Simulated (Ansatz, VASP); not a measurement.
**MgO: VASP beside Ansatz**

```
Mg O
1.0
     3.48610    0.00000    0.00000
    -1.74305    3.01905    0.00000
     0.00000    0.00000    4.15460
Mg O
2 2
Direct
  0.66667 0.33333 0.75000
  0.33333 0.66667 0.25000
  0.66667 0.33333 0.25000
  0.33333 0.66667 0.75000
```

Alike in both runs: task single point; functional PBE; k mesh 9 × 9 × 6; occupations gaussian, width 0.05 eV; no spin polarisation.

|  | VASP | Ansatz |
| --- | --- | --- |
| version | VASP 6.6.1 | Ansatz 0.2.0 |
| potentials or method | VASP PAW PBE potentials, release 64 (Mg, O), cutoff 520 eV | scalar-relativistic, plane waves, PAW |
| valence electrons in the cell | 16 | 32 |

VASP gave:

* gap on the k mesh at the Fermi level (eV): 3.47
* least direct gap on the mesh (eV): 3.47
* pressure (GPa): 4.9
* traceless stress, the component that is largest in VASP (GPa): 1.40

**Question.** Which values does Ansatz return?

**Answer.** gap on the k mesh at the Fermi level (eV): 3.50; least direct gap on the mesh (eV): 3.50; pressure (GPa): 5.5; traceless stress, the component that is largest in VASP (GPa): 1.52.

VASP's potentials hold 16 valence electrons a cell and Ansatz's 32, so a difference there can come from the potentials and not from the codes.
